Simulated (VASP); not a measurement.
## Y: single point with PBE

Y:

```
Y
1.0
    -1.84497    1.84497    1.84497
     1.84497   -1.84497    1.84497
     1.84497    1.84497   -1.84497
Y
1
Direct
  0.00000 0.00000 0.00000
```

This cell differs from its parent crystal: volume scaled by 0.76.

| Property | Result |
| --- | --- |
| Program | VASP 6.6.1 |
| Task | single point |
| Functional | PBE |
| Potentials or basis | VASP PAW PBE potentials, release 64 (Y_sv) |
| Cutoff | 520 eV |
| k mesh | 13 × 13 × 13 |
| Occupations | fermi-dirac, width 0.08 eV |
| Spin | no spin polarisation |
| Dipole correction | no |
| Further INCAR settings | ALGO = Normal; EDIFF = 1e-07; NBANDS = 12 |

| Property | Result |
| --- | --- |
| Pressure | 15.6 GPa |

Levels at points of the mesh, in eV from the Fermi level:
```tsv
k point	band 3	band 4	band 5	band 6	band 7	band 8
(0.00, 0.00, 0.00)	-21.64	-21.64	-5.10	1.97	1.97	1.97
```

It took 35 s on 1 thread of AMD EPYC 7R43 64-Core Processor (Zen 3), on a shared host, peak memory 0.13 GiB.
